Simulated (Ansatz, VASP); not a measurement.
Ru in VASP and in Ansatz

```
CELL_PARAMETERS angstrom
0.00000 1.91500 1.91500
1.91500 0.00000 1.91500
1.91500 1.91500 0.00000
ATOMIC_POSITIONS crystal
Ru 0.00000 0.00000 0.00000
```

Alike in both runs: task single point; functional PBE; k mesh 10 × 10 × 10; no spin polarisation.

|  | VASP | Ansatz |
| --- | --- | --- |
| version | VASP 6.6.1 | Ansatz 0.2.0 |
| potentials or method | VASP PAW PBE potentials, release 64 (Ru_pv), cutoff 500 eV | plane waves, PAW |
| occupations | methfessel-paxton of order 1, width 0.25 eV | cold, width 0.25 eV |
| valence electrons in the cell | 14 | 16 |

|  | VASP | Ansatz | Ansatz less VASP |
| --- | --- | --- | --- |
| pressure (GPa) | -4.0 | -3.9 | +0.06 |

VASP's potentials hold 14 valence electrons a cell and Ansatz's 16, so a difference there can come from the potentials and not from the codes.
